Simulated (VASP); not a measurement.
# BaTiO3 (Pm-3m) in VASP: notebook

Aim: see how the results for BaTiO3 move with the level of theory and the settings. Levels: revPBE+D3(BJ), PBE+D4. Tasks: relaxation of cell and atoms.

Program: VASP 6.6.1. These are calculated values, not measurements. Logs are shortened: lines on timing, memory, paths and dates and some standing lists are left out, and cuts for length are marked.

## 1. The cell of the first run

It takes space group Pm-3m (No. 221, cubic). The conventional cell has a = 4.006 Å, b = 4.006 Å, c = 4.006 Å, α = 90.00°, β = 90.00°, γ = 90.00°. Ba (site symmetry m-3m) has 12 O at 2.83 Å and 8 Ti at 3.47 Å within 3.7 Å. Ti (site symmetry m-3m) has 6 O at 2.00 Å within 2.7 Å. O (site symmetry 4/mmm) has 2 Ti at 2.00 Å within 2.7 Å.

## 2. Relaxation of cell and atoms, revPBE+D3(BJ)

The input, INCAR:

```
ALGO = Normal
EDIFF = 1E-7
EDIFFG = -0.05
ENCUT = 600
GGA = RE
IBRION = 2
ISIF = 3
ISMEAR = -1
IVDW = 12
LASPH = T
LCHARG = F
LREAL = F
LWAVE = F
NELM = 80
NSW = 100
PREC = Accurate
SIGMA = 0.02
```

The input, KPOINTS:

```
k-points
0
Gamma
  6 6 6
```

The input, POSCAR:

```
BaTiO3
1.0
    4.0060000000      0.0000000000      0.0000000000
    0.0000000000      4.0060000000      0.0000000000
    0.0000000000      0.0000000000      4.0060000000
Ba Ti O
1 1 3
Direct
    0.5000000000      0.5000000000      0.5000000000
    0.0000000000      0.0000000000      0.0000000000
    0.5000000000      0.0000000000      0.0000000000
    0.0000000000      0.5000000000      0.0000000000
    0.0000000000      0.0000000000      0.5000000000
```

Potentials or basis: VASP PAW PBE potentials, release 64 (Ba_sv, Ti_sv, O).

Started as:

```sh
$ cat potpaw_PBE.64/Ba_sv/POTCAR potpaw_PBE.64/Ti_sv/POTCAR potpaw_PBE.64/O/POTCAR > POTCAR
$ mpirun -np 1 vasp_std > vasp.out
```

OUTCAR:

```text
EDIFF = 1E-7
   EDIFFG = -0.05
   ENCUT = 600
   GGA = RE
   IBRION = 2
   ISIF = 3
   ISMEAR = -1
   IVDW = 12
   LASPH = T
   LREAL = F
   NELM = 80
   NSW = 100
   PREC = Accurate
 IVDW          = 12

 ion  position               nearest neighbor table
   1  0.500  0.500  0.500-   3 2.83   4 2.83   5 2.83   3 2.83   4 2.83   3 2.83   5 2.83   3 2.83
                             4 2.83   5 2.83   4 2.83   5 2.83   2 3.47   2 3.47   2 3.47   2 3.47
   2  0.000  0.000  0.000-   3 2.00   4 2.00   5 2.00   5 2.00   4 2.00   3 2.00   1 3.47   1 3.47
                             1 3.47   1 3.47   1 3.47   1 3.47   1 3.47   1 3.47
   3  0.500  0.000  0.000-   2 2.00   2 2.00   1 2.83   1 2.83   1 2.83   1 2.83
   4  0.000  0.500  0.000-   2 2.00   2 2.00   1 2.83   1 2.83   1 2.83   1 2.83
   5  0.000  0.000  0.500-   2 2.00   2 2.00   1 2.83   1 2.83   1 2.83   1 2.83

  LATTYP: Found a simple cubic cell.
 ALAT       =     4.0060000000

  Lattice vectors:

 A1 = (   4.0060000000,   0.0000000000,   0.0000000000)
 A2 = (   0.0000000000,   4.0060000000,   0.0000000000)
 A3 = (   0.0000000000,   0.0000000000,   4.0060000000)

Analysis of symmetry for initial positions (statically):
=====================================================================
 Subroutine PRICEL returns:
 Original cell was already a primitive cell.

 Routine SETGRP: Setting up the symmetry group for a
 simple cubic supercell.

 Subroutine GETGRP returns: Found 48 space group operations
 (whereof 48 operations were pure point group operations)
 out of a pool of 48 trial point group operations.

The static configuration has the point symmetry O_h .

Analysis of symmetry for dynamics (positions and initial velocities):
=====================================================================
 Subroutine PRICEL returns:
 Original cell was already a primitive cell.

 Routine SETGRP: Setting up the symmetry group for a
 simple cubic supercell.

 Subroutine GETGRP returns: Found 48 space group operations
 (whereof 48 operations were pure point group operations)
 out of a pool of 48 trial point group operations.

The dynamic configuration has the point symmetry O_h .

 Subroutine INISYM returns: Found 48 space group operations
 (whereof 48 operations are pure point group operations),
 and found     1 'primitive' translations

----------------------------------------------------------------------------------------

                                     Primitive cell

  volume of cell :      64.2884

  direct lattice vectors                    reciprocal lattice vectors
     4.006000000  0.000000000  0.000000000     0.249625562  0.000000000  0.000000000
     0.000000000  4.006000000  0.000000000     0.000000000  0.249625562  0.000000000
     0.000000000  0.000000000  4.006000000     0.000000000  0.000000000  0.249625562

  length of vectors
     4.006000000  4.006000000  4.006000000     0.249625562  0.249625562  0.249625562

  position of ions in fractional coordinates (direct lattice)
     0.500000000  0.500000000  0.500000000
     0.000000000  0.000000000  0.000000000
     0.500000000  0.000000000  0.000000000
     0.000000000  0.500000000  0.000000000
     0.000000000  0.000000000  0.500000000

  ion indices of the primitive-cell ions
   primitive index   ion index
                 1           1
                 2           2
                 3           3
                 4           4
                 5           5

----------------------------------------------------------------------------------------

 KPOINTS: k-points

Automatic generation of k-mesh.
 Grid dimensions read from file:
 generate k-points for:    6    6    6

 Generating k-lattice:

  Cartesian coordinates                     Fractional coordinates (reciprocal lattice)
     0.041604260  0.000000000  0.000000000     0.166666667  0.000000000  0.000000000
     0.000000000  0.041604260  0.000000000     0.000000000  0.166666667  0.000000000
     0.000000000  0.000000000  0.041604260     0.000000000  0.000000000  0.166666667

  Length of vectors
     0.041604260  0.041604260  0.041604260

  Shift w.r.t. Gamma in fractional coordinates (k-lattice)
     0.000000000  0.000000000  0.000000000

 Subroutine IBZKPT returns following result:
 ===========================================

 Found     20 irreducible k-points:

 Following reciprocal coordinates:
            Coordinates               Weight
  0.000000  0.000000  0.000000      1.000000
  0.166667  0.000000  0.000000      6.000000
  0.333333  0.000000  0.000000      6.000000
  0.500000  0.000000  0.000000      3.000000
  0.166667  0.166667  0.000000     12.000000
  0.333333  0.166667  0.000000     24.000000
[... 12 lines left out ...]
  0.500000  0.500000  0.333333      6.000000
  0.500000  0.500000  0.500000      1.000000
   k-points           NKPTS =     20   k-points in BZ     NKDIM =     20   number of bands    NBANDS=     24
   number of dos      NEDOS =    301   number of ions     NIONS =      5
   total plane-waves  NPLWV =  32768
   dimension x,y,z NGX =    32 NGY =   32 NGZ =   32
   dimension x,y,z NGXF=    64 NGYF=   64 NGZF=   64
   ions per type =               1   1   3
   NGX,Y,Z   is equivalent  to a cutoff of  13.28, 13.28, 13.28 a.u.
   NGXF,Y,Z  is equivalent  to a cutoff of  26.56, 26.56, 26.56 a.u.
 SYSTEM =  unknown system
   PREC   = accura    normal or accurate (medium, high low for compatibility)
   ISTART =      0    job   : 0-new  1-cont  2-samecut
   ICHARG =      2    charge: 1-file 2-atom 10-const
   ISPIN  =      1    spin polarized calculation?
   LNONCOLLINEAR =      F non collinear calculations
   LSORBIT =      F    spin-orbit coupling
   LASPH  =      T    aspherical Exc in radial PAW
   ENCUT  =  600.0 eV  44.10 Ry    6.64 a.u.   8.00  8.00  8.00*2*pi/ulx,y,z
   NELM   =     80;   NELMIN=  2; NELMDL= -5     # of ELM steps
   EDIFF  = 0.1E-06   stopping-criterion for ELM
   LREAL  =      F    real-space projection
   EDIFFG = -.5E-01   stopping-criterion for IOM
   NSW    =    100    number of steps for IOM
   IBRION =      2    ionic relax: 0-MD 1-quasi-New 2-CG
   NFREE  =      1    steps in history (QN), initial steepest desc. (CG)
   ISIF   =      3    stress and relaxation
   ISYM   =      2    0-nonsym 1-usesym 2-fastsym
   POTIM  = 0.5000    time-step for ionic-motion
   TEBEG  =    0.0;   TEEND  =   0.0 temperature during run
   PSTRESS=    0.0 pullay stress
   NELECT =      40.0000    total number of electrons
   NUPDOWN=      -1.0000    fix difference up-down
   EMIN   =  10.00;   EMAX   =-10.00  energy-range for DOS
   EFERMI =   0.00;   METHOD = LEGACY
   ISMEAR =    -1;   SIGMA  =   0.02  broadening in eV -4-tet -1-fermi 0-gaus
   EFERMI_NEDOS =   21; number of points for ismear=-14 and -15
   IALGO  =     38    algorithm
   IMIX   =      4    mixing-type and parameters
     AMIX     =   0.40;   BMIX     =  1.00
     AMIX_MAG =   1.60;   BMIX_MAG =  1.00
  volume/ion in A,a.u.               =      12.86        86.77
  Fermi-wavevector in a.u.,A,eV,Ry     =   1.397603  2.641087 26.576187  1.953295
  Thomas-Fermi vector in A             =   2.520843
   LORBIT       =      0    0 simple, 1 ext, 2 COOP (PROOUT), +10 PAW based schemes
   GGA     = RE    functional components
   LHFCALC =     F    Hartree Fock is set to
   AEXX    =    0.0000 exact exchange contribution
   IVDW    =    12    specifies the selected vdW correction
   LEPSILON=     F    determine dielectric tensor
   LRPA    =     F    only Hartree local field effects (RPA)
 conjugate gradient relaxation of ions
 non-spin polarized calculation
  energy-cutoff  :      600.00
  volume of cell :       64.29
 maximum number of plane-waves:      2176
   NGX = 17   NGY = 17   NGZ = 17

 number of electron      39.9999998 magnetization

 Free energy of the ion-electron system (eV)
  ---------------------------------------------------
  ext. energy  EPLUGINS =         0.00000000
  ---------------------------------------------------
  free energy    TOTEN  =       -38.16531563 eV

  energy without entropy =      -38.16531563  energy(sigma->0) =      -38.16531563

 E-fermi :   4.3187     XC(G=0): -11.0952

 val. band max:        3.9178008865   @ k =   0.5000   0.5000   0.5000
 cond. band min:       5.6839236140   @ k =   0.0000   0.0000   0.0000
 fundamental gap:      1.7661227276
 Fermi energy:         4.3187344824

 k-point     1 :       0.0000    0.0000    0.0000
  band No.  band energies     occupation
      1     -52.8455      2.00000
      2     -29.0011      2.00000
      3     -29.0011      2.00000
      4     -29.0011      2.00000
      5     -20.9407      2.00000
      6     -13.0382      2.00000
[... 16 lines left out ...]
     23       5.6839      0.00000
     24       7.7906      0.00000

 k-point     2 :       0.1667    0.0000    0.0000
  band No.  band energies     occupation
      1     -52.8453      2.00000
      2     -29.0140      2.00000
      3     -29.0006      2.00000
      4     -29.0006      2.00000
      5     -20.9122      2.00000
      6     -13.0568      2.00000
[... 16 lines left out ...]
     23       6.1976      0.00000
     24       7.7925      0.00000

 k-point     3 :       0.3333    0.0000    0.0000
  band No.  band energies     occupation
      1     -52.8448      2.00000
      2     -29.0397      2.00000
      3     -28.9996      2.00000
      4     -28.9996      2.00000
      5     -20.8539      2.00000
      6     -13.1752      2.00000
[... 16 lines left out ...]
     23       7.0271      0.00000
     24       7.7958      0.00000

 k-point     4 :       0.5000    0.0000    0.0000
  band No.  band energies     occupation
      1     -52.8445      2.00000
      2     -29.0525      2.00000
      3     -28.9992      2.00000
      4     -28.9992      2.00000
      5     -20.8242      2.00000
      6     -13.2558      2.00000
[... 16 lines left out ...]
     23       7.3993      0.00000
     24       7.7973      0.00000

 k-point     5 :       0.1667    0.1667    0.0000
  band No.  band energies     occupation
      1     -52.8450      2.00000
      2     -29.0138      2.00000
      3     -29.0132      2.00000
      4     -29.0001      2.00000
      5     -20.8860      2.00000
      6     -13.0342      2.00000
[... 16 lines left out ...]
     23       6.4597      0.00000
     24       8.1256      0.00000

 k-point     6 :       0.3333    0.1667    0.0000
  band No.  band energies     occupation
      1     -52.8445      2.00000
      2     -29.0390      2.00000
      3     -29.0123      2.00000
      4     -28.9992      2.00000
      5     -20.8328      2.00000
      6     -13.0780      2.00000
[... 16 lines left out ...]
     23       7.0952      0.00000
     24       8.2244      0.00000
[... 271 lines left out ...]
 k-point    17 :       0.3333    0.3333    0.3333
  band No.  band energies     occupation
      1     -52.8433      2.00000
      2     -29.0361      2.00000
      3     -29.0355      2.00000
      4     -29.0355      2.00000
      5     -20.7362      2.00000
      6     -12.5579      2.00000
[... 16 lines left out ...]
     23       7.5920      0.00000
     24      10.5991      0.00000

 k-point    18 :       0.5000    0.3333    0.3333
  band No.  band energies     occupation
      1     -52.8431      2.00000
      2     -29.0481      2.00000
      3     -29.0353      2.00000
      4     -29.0350      2.00000
      5     -20.7179      2.00000
      6     -12.4541      2.00000
[... 16 lines left out ...]
     23       7.8207      0.00000
     24      10.5364      0.00000

 k-point    19 :       0.5000    0.5000    0.3333
  band No.  band energies     occupation
      1     -52.8428      2.00000
      2     -29.0474      2.00000
      3     -29.0474      2.00000
      4     -29.0345      2.00000
      5     -20.7009      2.00000
      6     -12.2827      2.00000
[... 16 lines left out ...]
     23       8.0032      0.00000
     24      10.5581      0.00000

 k-point    20 :       0.5000    0.5000    0.5000
  band No.  band energies     occupation
      1     -52.8426      2.00000
      2     -29.0469      2.00000
      3     -29.0469      2.00000
      4     -29.0469      2.00000
      5     -20.6845      2.00000
      6     -12.1384      2.00000
[... 16 lines left out ...]
     23       8.0657      0.00000
     24      10.6615      0.00000

------------------------ aborting loop because EDIFF is reached ----------------------------------------

 Edisp (eV)   -2.43023

 E8    (eV) :    -1.7031

  FORCE on cell =-STRESS in cart. coord.  units (eV):
  Direction    XX          YY          ZZ          XY          YZ          ZX
  --------------------------------------------------------------------------------------
  -------------------------------------------------------------------------------------
  Total       0.02711     0.02711     0.02711     0.00000     0.00000    -0.00000
  in kB       0.67565     0.67565     0.67565     0.00000     0.00000    -0.00000
  external pressure =        0.68 kB  Pullay stress =        0.00 kB

 VOLUME and BASIS-vectors are now :
 -----------------------------------------------------------------------------
  energy-cutoff  :      600.00
  volume of cell :       64.29
      direct lattice vectors                 reciprocal lattice vectors
     4.006000000  0.000000000  0.000000000     0.249625562  0.000000000  0.000000000
     0.000000000  4.006000000  0.000000000     0.000000000  0.249625562  0.000000000
     0.000000000  0.000000000  4.006000000     0.000000000  0.000000000  0.249625562

 POSITION                                       TOTAL-FORCE (eV/Angst)
 -----------------------------------------------------------------------------------
      2.00300      2.00300      2.00300         0.000000      0.000000      0.000000
      0.00000      0.00000      0.00000         0.000000      0.000000      0.000000
      2.00300      0.00000      0.00000         0.000000      0.000000      0.000000
      0.00000      2.00300      0.00000         0.000000      0.000000      0.000000
      0.00000      0.00000      2.00300         0.000000      0.000000      0.000000
 -----------------------------------------------------------------------------------
    total drift:                                0.000000      0.000000     -0.000000

  FREE ENERGIE OF THE ION-ELECTRON SYSTEM (eV)
  ---------------------------------------------------
  free  energy   TOTEN  =       -40.5955440070 eV

  energy  without entropy=      -40.5955440069  energy(sigma->0) =      -40.59554401

 reached required accuracy - stopping structural energy minimisation
```

It took 53 s on 1 thread of Intel Xeon 8259CL, shared host; peak memory 0.21 GiB.

Results:

```yaml
Free_energy: -40.5955 eV
Pressure_after_relaxing: 0.1 GPa
Band_gap_on_the_k_mesh: 1.77 eV (least direct gap 1.92 eV)
Dispersion_energy_per_atom: -0.486 eV
```

Final structure:
```yaml
crystal:
  lattice:
    - [4.00600, 0.00000, 0.00000]
    - [0.00000, 4.00600, 0.00000]
    - [0.00000, 0.00000, 4.00600]
  atoms:
    - { symbol: Ba, position: [0.50000, 0.50000, 0.50000] }
    - { symbol: Ti, position: [0.00000, 0.00000, 0.00000] }
    - { symbol: O, position: [0.50000, 0.00000, 0.00000] }
    - { symbol: O, position: [0.00000, 0.50000, 0.00000] }
    - { symbol: O, position: [0.00000, 0.00000, 0.50000] }
```

Levels at points of the mesh, in eV from the valence-band top:
| k point | band 16 | band 17 | band 18 | band 19 | band 20 | band 21 | band 22 | band 23 | band 24 |
| --- | --- | --- | --- | --- | --- | --- | --- | --- | --- |
| (0.00, 0.00, 0.00) | -1.08 | -1.08 | -0.15 | -0.15 | -0.15 | 1.77 | 1.77 | 1.77 | 3.87 |
| (0.50, 0.00, 0.00) | -1.89 | -1.82 | -1.82 | -0.71 | -0.71 | 1.92 | 3.48 | 3.48 | 3.88 |
| (0.50, 0.50, 0.00) | -2.66 | -1.71 | -0.87 | -0.87 | -0.09 | 3.49 | 3.49 | 3.90 | 4.73 |
| (0.50, 0.50, 0.50) | -2.41 | -2.41 | 0.00 | 0.00 | 0.00 | 4.15 | 4.15 | 4.15 | 6.74 |

Caveat: the relaxation stopped at its first step, so nothing moved; the PAW data sets were made with another functional, which shifts forces and pressure a little; spin-orbit coupling is left out, which moves the levels of the heavy elements. Expect the measured gap to be larger: semilocal functionals such as revPBE lack the derivative discontinuity.

## 3. Relaxation of cell and atoms, PBE+D4

The input, INCAR:

```
SYSTEM = BaTiO3
ALGO = Normal
EDIFF = 1E-7
EDIFFG = -0.05
ENCUT = 600
GGA = PE
IBRION = 2
ISIF = 3
ISMEAR = -1
IVDW = 13
LASPH = .TRUE.
LCHARG = .FALSE.
LREAL = .FALSE.
LWAVE = .FALSE.
NELM = 80
NSW = 100
PREC = Accurate
SIGMA = 0.02
```

The input, KPOINTS:

```
k-points
0
G
  6 6 6
  0 0 0
```

POSCAR is that of step 2.

Potentials or basis: VASP PAW PBE potentials, release 64 (Ba_sv, Ti_sv, O).

Started as:

```sh
$ cat potpaw_PBE.64/Ba_sv/POTCAR potpaw_PBE.64/Ti_sv/POTCAR potpaw_PBE.64/O/POTCAR > POTCAR
$ mpirun -np 1 vasp_std > vasp.out
```

Wall time 53 s (1 thread of Intel Xeon 8259CL, shared host); peak memory 0.2 GiB.

The run converged. Its results:

* Free energy: -41.0513 eV
* Pressure after relaxing: 0.4 GPa
* Band gap on the k mesh: 1.74 eV (least direct gap 1.89 eV)
* Dispersion energy per atom: -0.215 eV

Final structure:
```yaml
crystal:
  lattice:
    - [4.00600, 0.00000, 0.00000]
    - [0.00000, 4.00600, 0.00000]
    - [0.00000, 0.00000, 4.00600]
  atoms:
    - { symbol: Ba, position: [0.50000, 0.50000, 0.50000] }
    - { symbol: Ti, position: [0.00000, 0.00000, 0.00000] }
    - { symbol: O, position: [0.50000, 0.00000, 0.00000] }
    - { symbol: O, position: [0.00000, 0.50000, 0.00000] }
    - { symbol: O, position: [0.00000, 0.00000, 0.50000] }
```

Levels at points of the mesh, in eV from the valence-band top:
```csv
k point,band 18,band 19,band 20,band 21,band 22,band 23
"(0.00, 0.00, 0.00)",-0.15,-0.15,-0.15,1.74,1.74,1.74
"(0.50, 0.00, 0.00)",-1.83,-0.71,-0.71,1.90,3.47,3.47
"(0.50, 0.50, 0.00)",-0.87,-0.87,-0.09,3.48,3.48,3.89
"(0.50, 0.50, 0.50)",0.00,0.00,0.00,4.14,4.14,4.14
```

Caveat: the relaxation stopped at its first step, so nothing moved; spin-orbit coupling is left out, which moves the levels of the heavy elements. A k mesh can miss the band edges.
